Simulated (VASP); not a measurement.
Set up this calculation in VASP 6.6.1, as the native input.

| Property | Result |
| --- | --- |
| Task | single point |
| Functional | PBE |
| Potentials or basis | VASP PAW PBE potentials, release 64 (Yb, B) |
| Cutoff | 520 eV |
| k mesh | 9 × 9 × 7 |
| Occupations | fermi-dirac, width 0.05 eV |
| Spin | collinear spin, ferromagnetic start |
| Starting moments | [1.0, 0.0, 0.0] μB |
| Dipole correction | no |
| Further INCAR settings | ALGO = Normal; EDIFF = 1e-06; NBANDS = 26 |

The structure of YbB2 lies in POSCAR:

```
YbB2
1.0
    3.2503000000      0.0000000000      0.0000000000
   -1.6251500000      2.8148423699      0.0000000000
    0.0000000000      0.0000000000      3.7315000000
Yb B
1 2
Direct
    0.0000000000      0.0000000000      0.0000000000
    0.6666666667      0.3333333333      0.5000000000
    0.3333333333      0.6666666667      0.5000000000
```

These files were run (other wordings do the same):

INCAR

```
SYSTEM = YbB2
PREC = Accurate
ENCUT = 520
EDIFF = 1E-6
ISMEAR = -1
SIGMA = 0.05
LREAL = .FALSE.
LASPH = .TRUE.
NELM = 150
ALGO = Normal
ISIF = 2
LWAVE = .FALSE.
LCHARG = .TRUE.
ISPIN = 2
MAGMOM = 1 0 0
LORBIT = 11
LMAXMIX = 6
GGA = PE
LELF = .TRUE.
LVHAR = .TRUE.
NBANDS = 26
```

KPOINTS

```
regular mesh
0
G
  9 9 7
  0 0 0
```

Potentials or basis: VASP PAW PBE potentials, release 64 (Yb, B).

The run is started by

```console
$ cat potpaw_PBE.64/Yb/POTCAR potpaw_PBE.64/B/POTCAR > POTCAR
$ mpirun -np 1 vasp_std > vasp.out
```

It gave:

```
Pressure                                              : 2.3 GPa
Band gap on the k mesh                                : zero (filled and empty bands overlap)
Net moment                                            : -0.03 μB per cell
Site moments                                          : Yb -0.02; B -0.00 μB
Valence electrons inside the program's atomic spheres : Yb 22.38; B 1.83
```

Caveat: the stress differs along the axes, from -0 to 8 GPa; spin-orbit coupling is left out, which moves the levels of the heavy elements.

It took 7.4 min on 1 thread of Intel(R) Xeon(R) Platinum 8259CL CPU @ 2.50GHz (Skylake/Cascade Lake), on a shared host, peak memory 0.22 GiB.
